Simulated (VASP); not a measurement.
The system is BeS.

```
CELL_PARAMETERS angstrom
0.00000 2.37550 2.37550
2.37550 0.00000 2.37550
2.37550 2.37550 0.00000
ATOMIC_POSITIONS crystal
S 0.75000 0.75000 0.75000
Be 0.00000 0.00000 0.00000
```

Base run:

| Property | Result |
| --- | --- |
| Program | VASP 6.6.1 |
| Functional | PBE |
| Potentials or basis | VASP PAW PBE potentials, release 64 (S, Be) |
| Cutoff | 520 eV |
| k mesh | 9 × 9 × 9 |
| Occupations | fermi-dirac, width 0.05 eV |
| Spin | no spin polarisation |

Its results: band gap on the k mesh 3.06 eV, indirect (least direct gap 5.63 eV); pressure 8.4 GPa.

Q: After a change of settings the same cell gave: band gap on the k mesh 3.53 eV, indirect (least direct gap 6.21 eV); pressure 8.5 GPa. Which change was it?
A. functional from PBE to HSE06; k mesh from 9 × 9 × 9 to 6 × 6 × 6
B. functional from PBE to r2SCAN; further incar settings from ALGO = Normal; EDIFF = 1e-06; NBANDS = 11 to ALGO = Normal; EDIFF = 1e-07; NBANDS = 11
C. functional from PBE to PBE0; k mesh from 9 × 9 × 9 to 6 × 6 × 6

A: B.

Caveats: the PAW data sets were made with another functional, which shifts forces and pressure a little (some runs).
